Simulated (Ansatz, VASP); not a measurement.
**Nb: VASP beside Ansatz**

```xyz
2
Lattice="2.9983 0.0000 0.0000 -1.4991 2.5966 0.0000 0.0000 0.0000 5.4740" Properties=species:S:1:pos:R:3 pbc="T T T"
Nb    0.0000    1.7311    1.3685
Nb    1.4991    0.8655    4.1055
```

Alike in both runs: task single point; functional RPBE; k mesh 14 × 14 × 7; occupations fermi-dirac, width 0.1 eV; no spin polarisation.

|  | VASP | Ansatz |
| --- | --- | --- |
| version | VASP 6.6.1 | Ansatz 0.2.0 |
| potentials or method | VASP PAW PBE potentials, release 64 (Nb_sv), cutoff 520 eV | plane waves (420 eV) with PAW, scalar-relativistic |
| valence electrons in the cell | 26 | 26 |

```tsv
	VASP	Ansatz	Ansatz less VASP
pressure (GPa)	-14.3	-14.1	+0.24
traceless stress, the component that is largest in VASP (GPa)	1.01	1.03	+0.020
```

VASP's potentials were made for PBE, not for RPBE. The functional is the same, so the differences come from potentials, cutoffs and numerics.
